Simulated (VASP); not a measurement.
Wanted: the native input for a VASP 6.6.1 run.

- Task: single point
- Functional: PBE
- Potentials or basis: VASP PAW PBE potentials, release 64 (Si, Bi_d)
- Cutoff: 520 eV
- k mesh: 4 × 4 × 4
- Occupations: gaussian, width 0.1 eV
- Spin: no spin polarisation
- Dipole correction: no
- Further INCAR settings: ALGO = Normal; EDIFF = 1e-07; NBANDS = 22

The structure of Si3Bi lies in POSCAR:

```
Si3Bi
1.0
   -2.7702981723      2.7702981723      2.7702981723
    2.7702981723     -2.7702981723      2.7702981723
    2.7702981723      2.7702981723     -2.7702981723
Si Bi
3 1
Direct
    0.0000000000      0.5000000000      0.5000000000
    0.5000000000      0.0000000000      0.5000000000
    0.5000000000      0.5000000000      0.0000000000
    0.0000000000      0.0000000000      0.0000000000
```

The cell was built from a structure type or drawn by symmetry, and may not be a known phase.

One way to write it, as run:

INCAR

```
PREC = Accurate
ENCUT = 520
EDIFF = 1E-7
ISMEAR = 0
SIGMA = 0.1
LREAL = F
LASPH = T
NELM = 100
ALGO = Normal
ISIF = 2
LWAVE = F
LCHARG = F
GGA = PE
NBANDS = 22
```

KPOINTS

```
regular mesh
0
Gamma
  4 4 4
```

Potentials or basis: VASP PAW PBE potentials, release 64 (Si, Bi_d).

The run is started by

```console
$ cat potpaw_PBE.64/Si/POTCAR potpaw_PBE.64/Bi_d/POTCAR > POTCAR
$ mpirun -np 1 vasp_std > vasp.out
```

Results of the run:

```json
{"Pressure": "0.0 GPa", "Band gap on the k mesh": "zero (an odd number of electrons rules out a gap without spin polarisation)"}
```

Caveat: the k points lie up to 0.40 Å⁻¹ apart, too coarse for converged energies and pressures of a metal; spin-orbit coupling is left out, which moves the levels of the heavy elements.

It took 8 s on 1 thread of Intel(R) Xeon(R) 6975P-C (Granite Rapids) (shared host), peak memory 0.19 GiB.
